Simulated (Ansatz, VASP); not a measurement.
Ga in VASP and in Ansatz

```
Ga
1.0
     2.24586   -3.79446    0.00000
     2.24586    3.79446    0.00000
     0.00000    0.00000    4.47487
Ga
4
Direct
  0.84441 0.15559 0.08457
  0.65559 0.34441 0.58457
  0.15559 0.84441 0.91543
  0.34441 0.65559 0.41543
```

Alike in both runs: functional PBEsol; k mesh 8 × 8 × 7; occupations fermi-dirac, width 0.1 eV; no spin polarisation.

Ansatz relaxed the structure, and its values are those at the end. VASP's run is a single point on that final structure, the one shown.

|  | VASP | Ansatz |
| --- | --- | --- |
| version | VASP 6.6.1 | Ansatz 0.2.0 |
| potentials or method | VASP PAW PBE potentials, release 64 (Ga_d), cutoff 520 eV | plane waves (420 eV) with PAW, scalar-relativistic |
| valence electrons in the cell | 52 | 52 |

Ansatz gave:

```
pressure (GPa)                     : 0.0
rms of the force components (eV/Å) : 0.000
```

**Question.** What did VASP give for the same quantities?

**Answer.** Pressure (GPa): 0.1; rms of the force components (eV/Å): 0.004.

VASP's potentials were made for PBE, not for PBEsol, and Ansatz warns of the same on its side. With one functional, cell and mesh, what is left measures potentials, basis and numerics.
